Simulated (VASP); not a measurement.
Crystal: Be5Te2.

```
CELL_PARAMETERS angstrom
4.36954 0.00000 0.00000
0.00000 4.36954 0.00000
0.00000 0.00000 5.51066
ATOMIC_POSITIONS crystal
Be 0.85389 0.50000 0.00000
Be 0.14611 0.50000 0.00000
Be 0.50000 0.85389 0.00000
Be 0.50000 0.14611 0.00000
Be 0.50000 0.50000 0.00000
Te 0.00000 0.00000 0.23433
Te 0.00000 0.00000 0.76567
```

```yaml
Program: VASP 6.6.1
Task: relaxation of cell and atoms
Functional: PBE
Potentials_or_basis: VASP PAW PBE potentials, release 64 (Be, Te)
Cutoff: 600 eV
k_mesh: 4 × 4 × 3
Occupations: gaussian, width 0.2 eV
Spin: no spin polarisation
```

At the start: pressure 56.2 GPa; volume 15.03 Å³/atom.

Task: How do energy, volume and symmetry change on relaxing?

Result: Over 12 steps the energy falls by 2064.1 meV/atom and the volume is 28.03 Å³/atom (+86.5 %); space group P4/mmm (No. 123, to 0.05 Å).

Step by step:
| step | energy change (eV) | largest force (eV/Å) | pressure (GPa) | volume (Å³) |
| --- | --- | --- | --- | --- |
| 1 | 0.0000 | 13.6364 | 56.23 | 105.21 |
| 2 | 10.3853 | 25.7151 | 28.50 | 205.18 |
| 3 | 1.3375 | 18.1983 | 25.69 | 170.48 |
| 4 | -2.0947 | 15.5314 | 25.79 | 154.04 |
| 5 | -5.4846 | 10.8110 | 31.53 | 128.22 |
| 6 | -12.7868 | 0.9392 | -4.28 | 267.71 |
| 7 | -13.7810 | 2.2164 | -0.82 | 209.72 |
| 8 | -14.3245 | 1.1300 | 0.65 | 192.92 |
| 9 | -14.3744 | 0.3938 | 1.66 | 185.81 |
| 10 | -14.3765 | 0.5225 | 1.48 | 186.91 |
| 11 | -14.4443 | 0.0963 | 0.37 | 193.81 |
| 12 | -14.4486 | 0.0331 | 0.04 | 196.23 |

Final structure:
```
Be Te
1.0
     5.79906    0.00000    0.00000
     0.00000    5.79906    0.00000
     0.00000    0.00000    5.83499
Be Te
5 2
Cartesian
  4.7937 2.8995 0.0000
  1.0054 2.8995 0.0000
  2.8995 4.7937 0.0000
  2.8995 1.0054 0.0000
  2.8995 2.8995 0.0000
  0.0000 0.0000 1.4041
  0.0000 0.0000 4.4309
```

Caveat: the k points lie up to 0.36 Å⁻¹ apart in the final cell; the volume moved by over 15 % at a fixed basis, so the end points are rough; the relaxation stopped at a loose force limit of 0.08 eV/Å, so its end isn't a converged minimum.
